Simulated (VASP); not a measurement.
Al, 1 atom in the cell. Symmetry: Fm-3m, No. 225, cubic system. Conventional cell: a = 3.993 Å, b = 3.993 Å, c = 3.993 Å, α = 90.00°, β = 90.00°, γ = 90.00°. Al (site symmetry m-3m) has 12 Al at 2.82 Å within 3.7 Å. 

| Quantity | Value |
| --- | --- |
| Program | VASP 6.6.1 |
| Task | single point |
| Functional | r2SCAN |
| Potentials or basis | VASP PAW PBE potentials, release 64 (Al) |
| Cutoff | 520 eV |
| k mesh | 14 × 14 × 14 |
| Occupations | methfessel-paxton, width 0.6 eV |
| Spin | no spin polarisation |
| Dipole correction | no |
| Further INCAR settings | ALGO = Normal; EDIFF = 1e-06; NBANDS = 8 |

Potentials or basis: VASP PAW PBE potentials, release 64 (Al).

The run is started by

```console
$ cat potpaw_PBE.64/Al/POTCAR > POTCAR
$ cp INCAR.step1 INCAR
$ mpirun -np 1 vasp_std > vasp.out
$ cp INCAR.step2 INCAR
$ mpirun -np 1 vasp_std > vasp.out
```

Hardware: 1 thread of Intel(R) Xeon(R) Platinum 8259CL CPU @ 2.50GHz (Skylake/Cascade Lake), with other jobs on the host.

Task: Estimate the wall time of this run.

Result: Wall time 31 s on 1 thread of Intel(R) Xeon(R) Platinum 8259CL CPU @ 2.50GHz (Skylake/Cascade Lake), with other jobs on the host, peak memory 0.14 GiB. Counts: k points 104.
